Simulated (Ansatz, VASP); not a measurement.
# BN: VASP beside Ansatz

INCAR

```
PREC = Accurate
ENCUT = 520
EDIFF = 1E-6
ISMEAR = 0
SIGMA = 0.05
LREAL = F
LASPH = T
NELM = 60
ALGO = Normal
ISIF = 2
LWAVE = F
LCHARG = F
GGA = PE
NBANDS = 16
```

File KPOINTS:

```
Automatic mesh
0
Gamma
  12 12 6
```

The input POSCAR:

```
BN
1.0
    2.4517820176      0.0000000000      0.0000000000
   -1.2258910088      2.1233055118      0.0000000000
    0.0000000000      0.0000000000      3.8887066000
B N
2 2
Direct
    0.6666666667      0.3333333333      0.9997240000
    0.3333333333      0.6666666667      0.4997240000
    0.6666666667      0.3333333333      0.6252760000
    0.3333333333      0.6666666667      0.1252760000
```

Input for Ansatz:

```yaml
crystal:
  lattice:
    - [2.4517820176, 0.0, 0.0]
    - [-1.2258910088, 2.1233055118, 0.0]
    - [0.0, 0.0, 3.8887066]
  atoms:
    - { symbol: B, position: [0.6666666667, 0.3333333333, 0.999724] }
    - { symbol: B, position: [0.3333333333, 0.6666666667, 0.499724] }
    - { symbol: "N", position: [0.6666666667, 0.3333333333, 0.625276] }
    - { symbol: "N", position: [0.3333333333, 0.6666666667, 0.125276] }
basis:
  ecutwfc: 420
kpoints:
  mp_grid: { grid: [12, 12, 6] }
hamiltonian:
  xc: pbe
scf:
  occupations: { method: gaussian, width: 0.05 }
output:
  forces: true
  stress: true
  eigenvalues: true
```

Change from the starting cell: strain -0.040 along x and y, -0.080 along z, atoms carried along.

Alike in both runs: task single point; functional PBE; k mesh 12 × 12 × 6; occupations gaussian, width 0.05 eV; no spin polarisation.

```csv
,VASP,Ansatz
version,VASP 6.6.1,Ansatz 0.2.0
potentials or method,"VASP PAW PBE potentials, release 64 (B, N), cutoff 520 eV","scalar-relativistic, plane waves, PAW"
valence electrons in the cell,16,16
```

```tsv
	VASP	Ansatz	Ansatz less VASP
gap on the k mesh at the Fermi level (eV)	5.05	5.08	+0.026
least direct gap on the mesh (eV)	8.57	8.59	+0.019
pressure (GPa)	85.2	84.3	-0.81
traceless stress, the component that is largest in VASP (GPa)	42.11	41.88	-0.229
rms of the force components (eV/Å)	0.258	0.256	-0.0022
```

Atom by atom the forces differ by 0.002 eV/Å (rms over components). Both programs put the cell under a high pressure, so it lies far from rest at this level. The functional is the same, so the differences come from potentials, cutoffs and numerics.

Noted on VASP's run: the cell as given lies far from equilibrium.
